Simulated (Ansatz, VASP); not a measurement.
# One calculation of Ge2Sb2Te5, two programs

File INCAR:

```
SYSTEM = Ge2Sb2Te5
PREC = Accurate
ENCUT = 520
EDIFF = 1E-7
ISMEAR = 0
SIGMA = 0.03
LREAL = .FALSE.
LASPH = .TRUE.
NELM = 60
ALGO = Normal
ISIF = 2
LWAVE = .FALSE.
LCHARG = .TRUE.
GGA = PE
LELF = .TRUE.
LVHAR = .TRUE.
NBANDS = 44
```

Contents of KPOINTS:

```
regular mesh
0
G
  9 9 2
  0 0 0
```

POSCAR

```
Ge2Sb2Te5
1.0
    4.3635000000      0.0000000000      0.0000000000
   -2.1817500000      3.7789018494      0.0000000000
    0.0000000000      0.0000000000     17.4837000000
Ge Sb Te
2 2 5
Direct
    0.0000000000      0.0000000000      0.3314713560
    0.0000000000      0.0000000000      0.6685286440
    0.3333333333      0.6666666667      0.1121550832
    0.6666666667      0.3333333333      0.8878449168
    0.0000000000      0.0000000000      0.0000000000
    0.3333333333      0.6666666667      0.7913602895
    0.6666666667      0.3333333333      0.2086397105
    0.3333333333      0.6666666667      0.4097504733
    0.6666666667      0.3333333333      0.5902495267
```

Input for Ansatz:

```yaml
crystal:
  lattice:
    - [4.3635, 0.0, 0.0]
    - [-2.18175, 3.7789018494, 0.0]
    - [0.0, 0.0, 17.4837]
  atoms:
    - { symbol: Ge, position: [0.0, 0.0, 0.331471356] }
    - { symbol: Ge, position: [0.0, 0.0, 0.668528644] }
    - { symbol: Sb, position: [0.3333333333, 0.6666666667, 0.1121550832] }
    - { symbol: Sb, position: [0.6666666667, 0.3333333333, 0.8878449168] }
    - { symbol: Te, position: [0.0, 0.0, 0.0] }
    - { symbol: Te, position: [0.3333333333, 0.6666666667, 0.7913602895] }
    - { symbol: Te, position: [0.6666666667, 0.3333333333, 0.2086397105] }
    - { symbol: Te, position: [0.3333333333, 0.6666666667, 0.4097504733] }
    - { symbol: Te, position: [0.6666666667, 0.3333333333, 0.5902495267] }
basis:
  ecutwfc: 420
kpoints:
  mp_grid: { grid: [9, 9, 2] }
hamiltonian:
  xc: pbe
  pseudopotentials: { kind: paw, azcp: { folder: soft_1 } }
scf:
  occupations: { method: gaussian, width: 0.03 }
output:
  forces: true
  stress: true
  eigenvalues: true
```

Alike in both runs: task single point; functional PBE; k mesh 9 × 9 × 2; occupations gaussian, width 0.03 eV; no spin polarisation.

```csv
,VASP,Ansatz
version,VASP 6.6.1,Ansatz 0.2.0
potentials or method,"VASP PAW PBE potentials, release 64 (Ge_d, Sb, Te), cutoff 520 eV","scalar-relativistic, plane waves, PAW"
valence electrons in the cell,68,138
```

```csv
,VASP,Ansatz,Ansatz less VASP
gap on the k mesh at the Fermi level (eV),0.17,0.17,-0.002
least direct gap on the mesh (eV),0.22,0.23,+0.002
pressure (GPa),-0.7,-0.6,+0.02
"traceless stress, the component that is largest in VASP (GPa)",1.19,1.20,+0.011
rms of the force components (eV/Å),0.029,0.025,-0.0036
```

Atom by atom the forces differ by 0.006 eV/Å (rms over components). With one functional, cell and mesh, what is left measures potentials, basis and numerics. VASP's potentials hold 68 valence electrons a cell and Ansatz's 138, so a difference there can come from the potentials and not from the codes.

Neither program's run includes spin-orbit coupling.
